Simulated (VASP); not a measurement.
A run of VASP 6.6.1:

File INCAR:

```
  PREC = Accurate
  ENCUT = 600
  EDIFF = 1E-6
  ISMEAR = -1
  SIGMA = 0.02
  LREAL = F
  LASPH = T
  NELM = 120
  ALGO = Normal
  ISIF = 2
  LWAVE = F
  LCHARG = F
  GGA = PE
  NBANDS = 11
  GGA_COMPAT = F
```

The input KPOINTS:

```
regular mesh
0
Gamma
  8 8 8
```

POSCAR

```
Mg2C
1.0
    0.0000000000      2.7375098464      2.7118379467
    2.7375098464      0.0000000000      2.7118379467
    2.7375098464      2.7375098464      0.0000000000
C Mg
1 2
Direct
    0.0000000000      0.0000000000      0.0000000000
    0.2500000000      0.2500000000      0.2500000000
    0.7500000000      0.7500000000      0.7500000000
```

Potentials or basis: VASP PAW PBE potentials, release 64 (C, Mg).

Launch:

```sh
$ cat potpaw_PBE.64/C/POTCAR potpaw_PBE.64/Mg/POTCAR > POTCAR
$ mpirun -np 1 vasp_std > vasp.out
```

Hardware: 1 thread of Intel(R) Xeon(R) 6975P-C (Granite Rapids), on a shared host.

Problem. Estimate the wall time of this run.

Solution. Wall time 10 s on 1 thread of Intel(R) Xeon(R) 6975P-C (Granite Rapids), with other jobs on the host, peak memory 0.19 GiB. Counts: scf iterations 12, k points 59.
